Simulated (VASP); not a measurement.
Crystal: MgB2.

```
Mg B
1.0
     3.08500    0.00000    0.00000
    -1.54250    2.67169    0.00000
     0.00000    0.00000    3.52300
Mg B
1 2
Direct
  0.00000 0.00000 0.00000
  0.66667 0.33333 0.50000
  0.33333 0.66667 0.50000
```

```yaml
Program: VASP 6.6.1
Task: relaxation of cell and atoms
Functional: PBEsol
Potentials_or_basis: VASP PAW PBE potentials, release 64 (Mg, B)
Cutoff: 600 eV
k_mesh: 10 × 10 × 8
Occupations: fermi-dirac, width 0.05 eV
Spin: no spin polarisation
```

At the start: pressure -3.0 GPa; volume 9.68 Å³/atom.

Problem. How do energy, volume and symmetry change on relaxing?

Solution. Over 5 steps the energy falls by 2.1 meV/atom and the volume is 9.47 Å³/atom (-2.2 %); space group P6/mmm (No. 191, to 0.05 Å).

Step by step:
| step | energy change (eV) | largest force (eV/Å) | pressure (GPa) | volume (Å³) |
| --- | --- | --- | --- | --- |
| 1 | 0.0000 | 0.0000 | -3.04 | 29.04 |
| 2 | -0.0052 | 0.0000 | 1.01 | 28.27 |
| 3 | -0.0057 | 0.0000 | 0.04 | 28.44 |
| 4 | -0.0062 | 0.0000 | 0.02 | 28.42 |
| 5 | -0.0063 | 0.0000 | 0.01 | 28.41 |

Final structure:
```cif
data_structure
_symmetry_space_group_name_H-M 'P 1'
_symmetry_Int_Tables_number 1
_cell_length_a 3.0697
_cell_length_b 3.0697
_cell_length_c 3.4807
_cell_angle_alpha 90.000
_cell_angle_beta 90.000
_cell_angle_gamma 120.000
_cell_volume 28.41
loop_
_atom_site_label
_atom_site_type_symbol
_atom_site_fract_x
_atom_site_fract_y
_atom_site_fract_z
_atom_site_occupancy
Mg1 Mg 0.00000 0.00000 0.00000 1
B1 B 0.66667 0.33333 0.50000 1
B2 B 0.33333 0.66667 0.50000 1
```

Caveat: the PAW data sets were made with another functional, which shifts forces and pressure a little.
